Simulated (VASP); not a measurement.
# C in VASP: a series of runs

C is run at these levels: PBE; tasks: single point.

Everything below comes from runs of VASP 6.6.1. Logs are shortened: lines on timing, memory, paths and dates and some standing lists are left out, and cuts for length are marked.

**1. The cell of the first run**

The cell holds a slab with vacuum, 4 atoms: a = 2.456 Å, b = 2.456 Å, c = 23.524 Å, α = 90.00°, β = 90.00°, γ = 120.00°.

**2. Single point, PBE**

Contents of INCAR:

```
SYSTEM = C
  ALGO = Normal
  DIPOL = 0.5 0.5 0.500
  EDIFF = 1E-7
  ENCUT = 520
  GGA = PE
  IDIPOL = 3
  ISIF = 2
  ISMEAR = -1
  LASPH = .True.
  LCHARG = .False.
  LDIPOL = .True.
  LREAL = .False.
  LWAVE = .False.
  NBANDS = 16
  NELM = 100
  PREC = Accurate
  SIGMA = 0.05
```

Contents of KPOINTS:

```
k-points
0
Gamma
  12 12 1
  0 0 0
```

Contents of POSCAR:

```
C
1.0
    2.4561701622      0.0000000000      0.0000000000
   -1.2280850811      2.1271057565      0.0000000000
    0.0000000000      0.0000000000     23.5238033600
C
4
Direct
    0.3333333300      0.6666666600      0.3188259945
    0.6666666700      0.3333333400      0.3188259945
    0.3333333300      0.6666666600      0.6811740055
    0.6666666700      0.3333333400      0.6811740055
```

Potentials or basis: VASP PAW PBE potentials, release 64 (C).

The run is started by

```
cat potpaw_PBE.64/C/POTCAR > POTCAR
mpirun -np 1 vasp_std > vasp.out
```

OUTCAR:

```text
SYSTEM = C
   EDIFF = 1E-7
   ENCUT = 520
   GGA = PE
   ISIF = 2
   ISMEAR = -1
   LASPH = .True.
   LREAL = .False.
   NELM = 100
   PREC = Accurate

 ion  position               nearest neighbor table
   1  0.333  0.667  0.319-   2 1.42   2 1.42   2 1.42
   2  0.667  0.333  0.319-   1 1.42   1 1.42   1 1.42
   3  0.333  0.667  0.681-   4 1.42   4 1.42   4 1.42
   4  0.667  0.333  0.681-   3 1.42   3 1.42   3 1.42

  LATTYP: Found a hexagonal cell.
 ALAT       =     2.4561701622
 C/A-ratio  =     9.5774322651

  Lattice vectors:

 A1 = (   2.4561701622,   0.0000000000,   0.0000000000)
 A2 = (  -1.2280850811,   2.1271057565,   0.0000000000)
 A3 = (   0.0000000000,   0.0000000000,  23.5238033600)

Analysis of symmetry for initial positions (statically):
=====================================================================
 Subroutine PRICEL returns:
 Original cell was already a primitive cell.

 Routine SETGRP: Setting up the symmetry group for a
 hexagonal supercell.

 Subroutine GETGRP returns: Found 24 space group operations
 (whereof 24 operations were pure point group operations)
 out of a pool of 24 trial point group operations.

The static configuration has the point symmetry D_6h.

Analysis of symmetry for dynamics (positions and initial velocities):
=====================================================================
 Subroutine PRICEL returns:
 Original cell was already a primitive cell.

 Routine SETGRP: Setting up the symmetry group for a
 hexagonal supercell.

 Subroutine GETGRP returns: Found 24 space group operations
 (whereof 24 operations were pure point group operations)
 out of a pool of 24 trial point group operations.

The dynamic configuration has the point symmetry D_6h.

 Subroutine INISYM returns: Found 24 space group operations
 (whereof 24 operations are pure point group operations),
 and found     1 'primitive' translations

----------------------------------------------------------------------------------------

                                     Primitive cell

  volume of cell :     122.9009

  direct lattice vectors                    reciprocal lattice vectors
     2.456170162  0.000000000  0.000000000     0.407137916  0.235061185  0.000000000
    -1.228085081  2.127105756  0.000000000     0.000000000  0.470122370  0.000000000
     0.000000000  0.000000000 23.523803360     0.000000000  0.000000000  0.042510133

  length of vectors
     2.456170162  2.456170162 23.523803360     0.470122370  0.470122370  0.042510133

  position of ions in fractional coordinates (direct lattice)
     0.333333330  0.666666660  0.318825995
     0.666666670  0.333333340  0.318825995
     0.333333330  0.666666660  0.681174005
     0.666666670  0.333333340  0.681174005

  ion indices of the primitive-cell ions
   primitive index   ion index
                 1           1
                 2           2
                 3           3
                 4           4

----------------------------------------------------------------------------------------

 KPOINTS: k-points

Automatic generation of k-mesh.
 Grid dimensions read from file:
 generate k-points for:   12   12    1

 Generating k-lattice:

  Cartesian coordinates                     Fractional coordinates (reciprocal lattice)
     0.033928160  0.019588432  0.000000000     0.083333333 -0.000000000  0.000000000
     0.000000000  0.039176864  0.000000000     0.000000000  0.083333333  0.000000000
     0.000000000  0.000000000  0.042510133     0.000000000  0.000000000  1.000000000

  Length of vectors
     0.039176864  0.039176864  0.042510133

  Shift w.r.t. Gamma in fractional coordinates (k-lattice)
     0.000000000  0.000000000  0.000000000

 Subroutine IBZKPT returns following result:
 ===========================================

 Found     19 irreducible k-points:

 Following reciprocal coordinates:
            Coordinates               Weight
  0.000000  0.000000  0.000000      1.000000
  0.083333  0.000000  0.000000      6.000000
  0.166667 -0.000000  0.000000      6.000000
  0.250000  0.000000  0.000000      6.000000
  0.333333  0.000000  0.000000      6.000000
  0.416667  0.000000  0.000000      6.000000
[... 11 lines left out ...]
  0.333333  0.250000  0.000000     12.000000
  0.333333  0.333333  0.000000      2.000000
   k-points           NKPTS =     19   k-points in BZ     NKDIM =     19   number of bands    NBANDS=     16
   number of dos      NEDOS =    301   number of ions     NIONS =      4
   total plane-waves  NPLWV =  58320
   dimension x,y,z NGX =    18 NGY =   18 NGZ =  180
   dimension x,y,z NGXF=    36 NGYF=   36 NGZF=  360
   ions per type =               4
   NGX,Y,Z   is equivalent  to a cutoff of  12.18, 12.18, 12.72 a.u.
   NGXF,Y,Z  is equivalent  to a cutoff of  24.37, 24.37, 25.44 a.u.
 SYSTEM =  C
   PREC   = accura    normal or accurate (medium, high low for compatibility)
   ISTART =      0    job   : 0-new  1-cont  2-samecut
   ICHARG =      2    charge: 1-file 2-atom 10-const
   ISPIN  =      1    spin polarized calculation?
   LNONCOLLINEAR =      F non collinear calculations
   LSORBIT =      F    spin-orbit coupling
   LASPH  =      T    aspherical Exc in radial PAW
   ENCUT  =  520.0 eV  38.22 Ry    6.18 a.u.   4.57  4.57 43.74*2*pi/ulx,y,z
   NELM   =    100;   NELMIN=  2; NELMDL= -5     # of ELM steps
   EDIFF  = 0.1E-06   stopping-criterion for ELM
   LREAL  =      F    real-space projection
   EDIFFG = 0.1E-05   stopping-criterion for IOM
   NSW    =      0    number of steps for IOM
   IBRION =     -1    ionic relax: 0-MD 1-quasi-New 2-CG
   NFREE  =      0    steps in history (QN), initial steepest desc. (CG)
   ISIF   =      2    stress and relaxation
   ISYM   =      2    0-nonsym 1-usesym 2-fastsym
   POTIM  = 0.5000    time-step for ionic-motion
   TEBEG  =    0.0;   TEEND  =   0.0 temperature during run
   PSTRESS=    0.0 pullay stress
   NELECT =      16.0000    total number of electrons
   NUPDOWN=      -1.0000    fix difference up-down
   EMIN   =  10.00;   EMAX   =-10.00  energy-range for DOS
   EFERMI =   0.00;   METHOD = LEGACY
   ISMEAR =    -1;   SIGMA  =   0.05  broadening in eV -4-tet -1-fermi 0-gaus
   EFERMI_NEDOS =   21; number of points for ismear=-14 and -15
   IALGO  =     38    algorithm
   IMIX   =      4    mixing-type and parameters
     AMIX     =   0.40;   BMIX     =  1.00
     AMIX_MAG =   1.60;   BMIX_MAG =  1.00
  volume/ion in A,a.u.               =      30.73       207.34
  Fermi-wavevector in a.u.,A,eV,Ry     =   0.829717  1.567937  9.366655  0.688430
  Thomas-Fermi vector in A             =   1.942311
   LORBIT       =      0    0 simple, 1 ext, 2 COOP (PROOUT), +10 PAW based schemes
   GGA     = PE    functional components
[... 5 lines left out ...]
 non-spin polarized calculation
  energy-cutoff  :      520.00
  volume of cell :      122.90
 maximum number of plane-waves:      3354
   NGX =  9   NGY =  9   NGZ = 87

 dipolmoment           0.000000      0.000000     -0.000000 electrons x Angstroem

 number of electron      15.9999995 magnetization

 dipolmoment           0.000000      0.000000      0.000000 electrons x Angstroem

 Free energy of the ion-electron system (eV)
  ---------------------------------------------------
  ext. energy  EPLUGINS =         0.00000000
  ---------------------------------------------------
  free energy    TOTEN  =       -36.88598388 eV

  energy without entropy =      -36.88213306  energy(sigma->0) =      -36.88405847

 E-fermi :  -1.6454     XC(G=0):  -3.6387

 val. band max:       -1.6453774614   @ k =   0.3333   0.3333   0.0000
 cond. band min:      -1.6453323311   @ k =   0.3333   0.3333   0.0000
 fundamental gap:      0.0000451304
 Fermi energy:        -1.6453548960

 k-point     1 :       0.0000    0.0000    0.0000
  band No.  band energies     occupation
      1     -21.2642      2.00000
      2     -21.2642      2.00000
      3      -9.3437      2.00000
      4      -9.3435      2.00000
      5      -4.6867      2.00000
      6      -4.6867      2.00000
[... 8 lines left out ...]
     15       5.5470      0.00000
     16       6.9219      0.00000

 k-point     2 :       0.0833    0.0000    0.0000
  band No.  band energies     occupation
      1     -21.0990      2.00000
      2     -21.0990      2.00000
      3      -9.1460      2.00000
      4      -9.1458      2.00000
      5      -5.3406      2.00000
      6      -5.3406      2.00000
[... 8 lines left out ...]
     15       5.7627      0.00000
     16       6.8152      0.00000

 k-point     3 :       0.1667   -0.0000    0.0000
  band No.  band energies     occupation
      1     -20.6052      2.00000
      2     -20.6051      2.00000
      3      -8.5581      2.00000
      4      -8.5579      2.00000
      5      -6.9875      2.00000
      6      -6.9875      2.00000
[... 8 lines left out ...]
     15       6.3798      0.00000
     16       6.7620      0.00000

 k-point     4 :       0.2500    0.0000    0.0000
  band No.  band energies     occupation
      1     -19.7884      2.00000
      2     -19.7884      2.00000
      3      -9.0989      2.00000
      4      -9.0989      2.00000
      5      -7.5992      2.00000
      6      -7.5991      2.00000
[... 8 lines left out ...]
     15       5.7126      0.00000
     16       6.4778      0.00000
[... 229 lines left out ...]
 k-point    17 :       0.2500    0.2500    0.0000
  band No.  band energies     occupation
      1     -16.9484      2.00000
      2     -16.9484      2.00000
      3     -12.2074      2.00000
      4     -12.2074      2.00000
      5     -10.6655      2.00000
      6     -10.6654      2.00000
[... 8 lines left out ...]
     15       9.2801      0.00000
     16      10.2623      0.00000

 k-point    18 :       0.3333    0.2500    0.0000
  band No.  band energies     occupation
      1     -15.5118      2.00000
      2     -15.5118      2.00000
      3     -13.6437      2.00000
      4     -13.6437      2.00000
      5     -11.3766      2.00000
      6     -11.3766      2.00000
[... 8 lines left out ...]
     15      10.6736      0.00000
     16      10.6852      0.00000

 k-point    19 :       0.3333    0.3333    0.0000
  band No.  band energies     occupation
      1     -14.2813      2.00000
      2     -14.2812      2.00000
      3     -14.2812      2.00000
      4     -14.2812      2.00000
      5     -12.2927      2.00000
      6     -12.2927      2.00000
[... 8 lines left out ...]
     15      11.3544      0.00000
     16      11.3544      0.00000

------------------------ aborting loop because EDIFF is reached ----------------------------------------

 vacuum level on the upper side and lower side of the slab       (xc-potential included)        -0.013        -0.013

  FORCE on cell =-STRESS in cart. coord.  units (eV):
  Direction    XX          YY          ZZ          XY          YZ          ZX
  --------------------------------------------------------------------------------------
  -------------------------------------------------------------------------------------
  Total        1.3266698      1.3266698     -0.0213291     -0.0000000      0.0000000      0.0000000
  in kB       17.2949120     17.2949120     -0.2780535     -0.0000000      0.0000000      0.0000000
  external PRESSURE =      11.4372568 kB  Pullay stress =       0.0000000 kB

 VOLUME and BASIS-vectors are now :
 -----------------------------------------------------------------------------
  energy-cutoff  :      520.00
  volume of cell :      122.90
      direct lattice vectors                 reciprocal lattice vectors
     2.456170162  0.000000000  0.000000000     0.407137916  0.235061185  0.000000000
    -1.228085081  2.127105756  0.000000000     0.000000000  0.470122370  0.000000000
     0.000000000  0.000000000 23.523803360     0.000000000  0.000000000  0.042510133

 POSITION                                       TOTAL-FORCE (eV/Angst)
 -----------------------------------------------------------------------------------
      0.00000      1.41807      7.50000         0.000000      0.000000     -0.000068
      1.22809      0.70904      7.50000        -0.000000      0.000000     -0.000068
      0.00000      1.41807     16.02380        -0.000000      0.000000      0.000068
      1.22809      0.70904     16.02380         0.000000     -0.000000      0.000068
 -----------------------------------------------------------------------------------
    total drift:                               -0.000000      0.000000      0.000000

  FREE ENERGIE OF THE ION-ELECTRON SYSTEM (eV)
  ---------------------------------------------------
  free  energy   TOTEN  =       -36.8859838816 eV

  energy  without entropy=      -36.8821330641  energy(sigma->0) =      -36.88405847

 vacuum level on the upper side and lower side of the slab         2.544         2.544
```

It took 49 s on 1 thread of Intel Xeon Platinum 8488C (Sapphire Rapids), shared host; peak memory 0.23 GiB.

What came out:

* Free energy: -36.8860 eV
* Band gap on the k mesh: zero (filled and empty bands touch)

**3. Single point, PBE**

Contents of INCAR:

```
SYSTEM = C
PREC = Accurate
ENCUT = 520
EDIFF = 1E-7
ISMEAR = -1
SIGMA = 0.05
LREAL = .False.
LASPH = .True.
NELM = 60
ALGO = Normal
ISIF = 2
LWAVE = .False.
LCHARG = .True.
GGA = PE
LELF = .True.
LVHAR = .True.
NBANDS = 16
```

Contents of KPOINTS:

```
Automatic mesh
0
Gamma
  12 12 1
  0 0 0
```

Contents of POSCAR:

```
C
1.0
    2.4561701622      0.0000000000      0.0000000000
   -1.2280850811      2.1271057565      0.0000000000
    0.0000000000      0.0000000000     23.5238033600
C
4
Direct
    0.3333333333      0.6666666667      0.3188259945
    0.6666666667      0.3333333333      0.3188259945
    0.3333333333      0.6666666667      0.6811740055
    0.6666666667      0.3333333333      0.6811740055
```

Potentials or basis: VASP PAW PBE potentials, release 64 (C).

The run is started by

```
cat potpaw_PBE.64/C/POTCAR > POTCAR
mpirun -np 1 vasp_std > vasp.out
```

OUTCAR:

```text
SYSTEM = C
   PREC = Accurate
   ENCUT = 520
   EDIFF = 1E-7
   ISMEAR = -1
   LREAL = .False.
   LASPH = .True.
   NELM = 60
   ISIF = 2
   GGA = PE

 ion  position               nearest neighbor table
   1  0.333  0.667  0.319-   2 1.42   2 1.42   2 1.42
   2  0.667  0.333  0.319-   1 1.42   1 1.42   1 1.42
   3  0.333  0.667  0.681-   4 1.42   4 1.42   4 1.42
   4  0.667  0.333  0.681-   3 1.42   3 1.42   3 1.42

  LATTYP: Found a hexagonal cell.
 ALAT       =     2.4561701622
 C/A-ratio  =     9.5774322651

  Lattice vectors:

 A1 = (   2.4561701622,   0.0000000000,   0.0000000000)
 A2 = (  -1.2280850811,   2.1271057565,   0.0000000000)
 A3 = (   0.0000000000,   0.0000000000,  23.5238033600)

Analysis of symmetry for initial positions (statically):
=====================================================================
 Subroutine PRICEL returns:
 Original cell was already a primitive cell.

 Routine SETGRP: Setting up the symmetry group for a
[... 164 lines left out ...]

 E-fermi :  -1.6454     XC(G=0):  -3.6387

 val. band max:       -1.6453777109   @ k =   0.3333   0.3333   0.0000
 cond. band min:      -1.6453320731   @ k =   0.3333   0.3333   0.0000
 fundamental gap:      0.0000456378
 Fermi energy:        -1.6453548923

 k-point     1 :       0.0000    0.0000    0.0000
  band No.  band energies     occupation
      1     -21.2642      2.00000
      2     -21.2642      2.00000
      3      -9.3437      2.00000
      4      -9.3435      2.00000
      5      -4.6867      2.00000
      6      -4.6867      2.00000
[... 338 lines left out ...]
      3     -14.2812      2.00000
      4     -14.2812      2.00000
      5     -12.2927      2.00000
      6     -12.2927      2.00000
[... 8 lines left out ...]
     15      11.3544      0.00000
     16      11.3544      0.00000

------------------------ aborting loop because EDIFF is reached ----------------------------------------

  FORCE on cell =-STRESS in cart. coord.  units (eV):
  Direction    XX          YY          ZZ          XY          YZ          ZX
  --------------------------------------------------------------------------------------
  -------------------------------------------------------------------------------------
  Total        1.3266696      1.3266696     -0.0213290      0.0000000      0.0000000      0.0000000
  in kB       17.2949088     17.2949088     -0.2780524      0.0000000      0.0000000      0.0000000
  external PRESSURE =      11.4372550 kB  Pullay stress =       0.0000000 kB

 VOLUME and BASIS-vectors are now :
 -----------------------------------------------------------------------------
  energy-cutoff  :      520.00
  volume of cell :      122.90
      direct lattice vectors                 reciprocal lattice vectors
     2.456170162  0.000000000  0.000000000     0.407137916  0.235061185  0.000000000
    -1.228085081  2.127105756  0.000000000     0.000000000  0.470122370  0.000000000
     0.000000000  0.000000000 23.523803360     0.000000000  0.000000000  0.042510133

 POSITION                                       TOTAL-FORCE (eV/Angst)
 -----------------------------------------------------------------------------------
     -0.00000      1.41807      7.50000         0.000000      0.000000     -0.000068
      1.22809      0.70904      7.50000        -0.000000      0.000000     -0.000068
     -0.00000      1.41807     16.02380         0.000000      0.000000      0.000068
      1.22809      0.70904     16.02380        -0.000000      0.000000      0.000068
 -----------------------------------------------------------------------------------
    total drift:                                0.000000      0.000000      0.000000

  FREE ENERGIE OF THE ION-ELECTRON SYSTEM (eV)
  ---------------------------------------------------
  free  energy   TOTEN  =       -36.8859840236 eV

  energy  without entropy=      -36.8821332061  energy(sigma->0) =      -36.88405861
```

Wall time 38 s (1 thread of Intel Xeon Platinum 8488C (Sapphire Rapids), shared host); peak memory 0.23 GiB.

What came out:

```yaml
Free_energy: -36.8860 eV
Band_gap_on_the_k_mesh: zero (filled and empty bands touch)
```

Levels at points of the mesh, in eV from the Fermi level:
| k point | band 5 | band 6 | band 7 | band 8 | band 9 | band 10 | band 11 | band 12 |
| --- | --- | --- | --- | --- | --- | --- | --- | --- |
| (0.00, 0.00, 0.00) | -3.04 | -3.04 | -3.04 | -3.04 | 3.06 | 3.39 | 3.87 | 4.65 |
| (0.50, 0.00, 0.00) | -6.46 | -6.46 | -2.38 | -2.38 | 1.68 | 1.68 | 7.48 | 7.48 |
